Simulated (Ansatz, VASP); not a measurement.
## H6C3NO: VASP beside Ansatz

```
H C N O
1.0
     5.08195    0.04698   -0.01903
     1.44038    5.33412    0.05212
     0.35031    2.48910    6.52585
H C N O
12 6 2 2
Direct
  0.72822 0.73080 0.97346
  0.27178 0.26920 0.02654
  0.64534 0.04327 0.76734
  0.35466 0.95673 0.23266
  0.12092 0.08198 0.78739
  0.87908 0.91802 0.21261
  0.21892 0.75848 0.98097
  0.78108 0.24152 0.01903
  0.75826 0.54772 0.51872
  0.24174 0.45228 0.48128
  0.50536 0.70051 0.65250
  0.49464 0.29949 0.34750
  0.90147 0.71773 0.69300
  0.09853 0.28227 0.30700
  0.81506 0.86294 0.84207
  0.18494 0.13706 0.15793
  0.04534 0.93882 0.91808
  0.95466 0.06118 0.08192
  0.70464 0.65810 0.61300
  0.29536 0.34190 0.38700
  0.14644 0.65242 0.64922
  0.85356 0.34758 0.35078
```

Alike in both runs: functional PBE; dispersion D3(BJ); k mesh 4 × 4 × 4; occupations gaussian, width 0.02 eV; no spin polarisation.

Ansatz relaxed the structure, and its values are those at the end. VASP's run is a single point on that final structure, the one shown.

```csv
,VASP,Ansatz
version,VASP 6.6.1,Ansatz 0.2.0
potentials or method,"VASP PAW PBE potentials, release 64 (H, C, N, O), cutoff 520 eV","scalar-relativistic, plane waves, PAW"
valence electrons in the cell,58,58
```

|  | VASP | Ansatz | Ansatz less VASP |
| --- | --- | --- | --- |
| gap on the k mesh at the Fermi level (eV) | 4.38 | 4.38 | +0.006 |
| least direct gap on the mesh (eV) | 4.47 | 4.48 | +0.006 |
| pressure (GPa) | 0.2 | 0.0 | -0.16 |
| rms of the force components (eV/Å) | 0.087 | 0.003 | -0.0844 |

Noted on VASP's run: the standard files for N, O and F lose accuracy on very short bonds.
